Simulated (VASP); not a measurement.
Set up this calculation in VASP 6.6.1, as the native input.

| Quantity | Value |
| --- | --- |
| Task | single point |
| Functional | RPBE |
| Potentials or basis | VASP PAW PBE potentials, release 64 (Fe) |
| Cutoff | 520 eV |
| k mesh | 8 × 8 × 8 |
| Occupations | gaussian, width 0.1 eV |
| Spin | collinear spin, ferromagnetic start |
| Starting moments | [4.0] μB |
| Dipole correction | no |
| Further INCAR settings | ALGO = Normal; EDIFF = 1e-06; NBANDS = 14 |

The structure of Fe lies in POSCAR:

```
Fe
1.0
   -1.4315177495      1.4315177495      1.4315177495
    1.4315177495     -1.4315177495      1.4315177495
    1.4315177495      1.4315177495     -1.4315177495
Fe
1
Direct
    0.0000000000      0.0000000000      0.0000000000
```

One way to write it, as run:

INCAR

```
PREC = Accurate
ENCUT = 520
EDIFF = 1E-6
ISMEAR = 0
SIGMA = 0.1
LREAL = False
LASPH = True
NELM = 150
ALGO = Normal
ISIF = 2
LWAVE = False
LCHARG = False
ISPIN = 2
MAGMOM = 4
LORBIT = 11
LMAXMIX = 4
GGA = RP
NBANDS = 14
```

KPOINTS

```
regular mesh
0
Gamma
  8 8 8
```

Potentials or basis: VASP PAW PBE potentials, release 64 (Fe).

Command:

```bash
$ cat potpaw_PBE.64/Fe/POTCAR > POTCAR
$ mpirun -np 1 vasp_std > vasp.out
```

It gave:

```
Pressure                                              : 2.0 GPa
Net moment                                            : 2.35 μB per cell
Site moments                                          : Fe +2.37 μB
Valence electrons inside the program's atomic spheres : Fe 7.20
```

Caveat: the k points lie up to 0.39 Å⁻¹ apart; the PAW data sets were made with another functional, which shifts forces and pressure a little.

It took 17 s on 1 thread of Intel Xeon 8259CL, with other jobs on the host, peak memory 0.13 GiB.
